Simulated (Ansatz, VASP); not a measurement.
# Two plane-wave programs on BN

Contents of INCAR:

```
PREC = Accurate
ENCUT = 520
EDIFF = 1E-6
ISMEAR = 0
SIGMA = 0.01
LREAL = F
LASPH = T
NELM = 80
ALGO = Normal
ISIF = 2
LWAVE = F
LCHARG = F
GGA = PE
NBANDS = 11
```

The input KPOINTS:

```
Automatic mesh
0
Gamma
  8 8 8
```

Contents of POSCAR:

```
BN
1.0
    0.0000000000      1.8075000000      1.8075000000
    1.8075000000      0.0000000000      1.8075000000
    1.8075000000      1.8075000000      0.0000000000
B N
1 1
Direct
    0.0000000000      0.0000000000      0.0000000000
    0.2500000000      0.2500000000      0.2500000000
```

Input for Ansatz:

```yaml
crystal:
  lattice:
    - [0.0, 1.8075, 1.8075]
    - [1.8075, 0.0, 1.8075]
    - [1.8075, 1.8075, 0.0]
  atoms:
    - { symbol: B, position: [0.0, 0.0, 0.0] }
    - { symbol: "N", position: [0.25, 0.25, 0.25] }
basis:
  ecutwfc: 420.0
kpoints:
  mp_grid:
    grid: [8, 8, 8]
hamiltonian:
  xc: pbe
scf:
  occupations:
    method: fixed
output:
  forces: true
  stress: true
```

Alike in both runs: task single point; functional PBE; k mesh 8 × 8 × 8; no spin polarisation.

```csv
,VASP,Ansatz
version,VASP 6.6.1,Ansatz 0.2.0
potentials or method,"VASP PAW PBE potentials, release 64 (B, N), cutoff 520 eV","plane waves, PAW"
occupations,"gaussian, width 0.01 eV",fixed
valence electrons in the cell,8,8
```

Ansatz gave:

- pressure (GPa): 3.0

What did VASP give for the same quantities?

Pressure (GPa): 3.3.
